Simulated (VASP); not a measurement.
Here is a VASP 6.6.1 calculation.

INCAR

```
PREC = Accurate ; ENCUT = 520
EDIFF = 1E-7 ; ISMEAR = 0
SIGMA = 0.1 ; LREAL = False
LASPH = True ; NELM = 80
ALGO = Normal ; ISIF = 2
LWAVE = False ; LCHARG = False
GGA = PE ; NBANDS = 30
```

File KPOINTS:

```
Automatic mesh
0
Gamma
  6 6 10
```

File POSCAR:

```
GaS5
1.0
    6.5308902758      0.0000000000      0.0000000000
   -3.2654451379      5.6559168881      0.0000000000
    0.0000000000      0.0000000000      3.3059861845
Ga S
1 5
Direct
    0.0000000000      0.0000000000      0.0000000000
    0.3333333333      0.6666666667      0.0000000000
    0.6666666667      0.3333333333      0.0000000000
    0.5000000000      0.0000000000      0.5000000000
    0.5000000000      0.5000000000      0.5000000000
    0.0000000000      0.5000000000      0.5000000000
```

Potentials or basis: VASP PAW PBE potentials, release 64 (Ga_d, S).

Command:

```console
$ cat potpaw_PBE.64/Ga_d/POTCAR potpaw_PBE.64/S/POTCAR > POTCAR
$ mpirun -np 1 vasp_std > vasp.out
```

Q: Estimate the pressure.

A: -0.1 GPa.
